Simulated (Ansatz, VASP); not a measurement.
**Two plane-wave programs on Nb4P3**

The input INCAR:

```
SYSTEM = Nb4P3
PREC = Accurate ; ENCUT = 600
EDIFF = 1E-6 ; ISMEAR = 0
SIGMA = 0.1 ; LREAL = .False.
LASPH = .True. ; NELM = 100
ALGO = Normal ; ISIF = 3
LWAVE = .False. ; LCHARG = .False.
GGA = PE ; IBRION = 2
NSW = 90 ; EDIFFG = -0.04
```

The input KPOINTS:

```
regular mesh
0
Gamma
  6 6 2
  0 0 0
```

The input POSCAR:

```
Nb4P3
1.0
    3.6062445800      0.0000000000      0.0000000000
    0.0000000000      3.6062445800      0.0000000000
    0.0000000000      0.0000000000     10.2000000000
Nb P
4 3
Direct
    0.0000000000      0.0000000000      0.0000000000
    0.5000000000      0.5000000000      0.7500000000
    0.0000000000      0.0000000000      0.5000000000
    0.5000000000      0.5000000000      0.2500000000
    0.0000000000      0.0000000000      0.7500000000
    0.5000000000      0.5000000000      0.5000000000
    0.0000000000      0.0000000000      0.2500000000
```

Input for Ansatz:

```yaml
crystal:
  lattice:
    - [3.60624458, 0.0, 0.0]
    - [0.0, 3.60624458, 0.0]
    - [0.0, 0.0, 10.2]
  atoms:
    - { symbol: Nb, position: [0.0, 0.0, 0.0] }
    - { symbol: Nb, position: [0.5, 0.5, 0.75] }
    - { symbol: Nb, position: [0.0, 0.0, 0.5] }
    - { symbol: Nb, position: [0.5, 0.5, 0.25] }
    - { symbol: P, position: [0.0, 0.0, 0.75] }
    - { symbol: P, position: [0.5, 0.5, 0.5] }
    - { symbol: P, position: [0.0, 0.0, 0.25] }
basis:
  ecutwfc: 420
kpoints:
  mp_grid: { grid: [6, 6, 2] }
hamiltonian:
  xc: pbe
scf:
  occupations: { method: gaussian, width: 0.1 }
  lower_state_search: "off"
output:
  forces: true
  stress: true
  eigenvalues: true
relax:
  adjacent_minimum: "off"
  f_tol: 0.04
  max_steps: 70
  cell: { stress_tol: 0.4 }
```

Change from the starting cell: ordered vacancies on the anion sites of rock salt (P4/mmm, No. 123).

Alike in both runs: task relaxation of cell and atoms; functional PBE; k mesh 6 × 6 × 2; occupations gaussian, width 0.1 eV; no spin polarisation.

|  | VASP | Ansatz |
| --- | --- | --- |
| version | VASP 6.6.1 | Ansatz 0.2.0 |
| potentials or method | VASP PAW PBE potentials, release 64 (Nb_sv, P), cutoff 600 eV | scalar-relativistic, plane waves, PAW |
| valence electrons in the cell | 67 | 67 |

|  | VASP | Ansatz | Ansatz less VASP |
| --- | --- | --- | --- |
| gap on the k mesh at the Fermi level, each at its own relaxed structure (eV) | none | none | - |
| relaxed volume (Å³/atom) | 17.28 | 17.34 | +0.060 |
| relaxed cell length with the largest relative difference (Å) | 9.748 | 9.768 | +0.0201 |

A gap of «none» marks a metal or a gap that the smearing closes.
